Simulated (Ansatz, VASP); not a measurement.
## One calculation of Ga2S, two programs

```xyz
3
Lattice="4.0516 0.0000 0.0000 0.0000 4.0516 0.0000 0.0000 0.0000 3.8613" Properties=species:S:1:pos:R:3 pbc="T T T"
Ga    2.0258    0.0000    3.4513
Ga    0.0000    2.0258    3.4513
S     0.0000    0.0000    1.5250
```

Alike in both runs: functional PBE; k mesh 3 × 3 × 4; occupations gaussian, width 0.15 eV; no spin polarisation.

Ansatz relaxed the structure, and its values are those at the end. VASP's run is a single point on that final structure, the one shown.

```csv
,VASP,Ansatz
version,VASP 6.6.1,Ansatz 0.2.0
potentials or method,"VASP PAW PBE potentials, release 64 (Ga_d, S), cutoff 500 eV","scalar-relativistic, plane waves, PAW"
valence electrons in the cell,32,32
```

|  | VASP | Ansatz | Ansatz less VASP |
| --- | --- | --- | --- |
| gap on the k mesh at the Fermi level (eV) | none | none | - |
| pressure (GPa) | -0.1 | -0.2 | -0.04 |

A gap of «none» marks a metal or a gap that the smearing closes. With one functional, cell and mesh, what is left measures potentials, basis and numerics.

The k mesh is coarse, so the values compare programs but aren't converged.
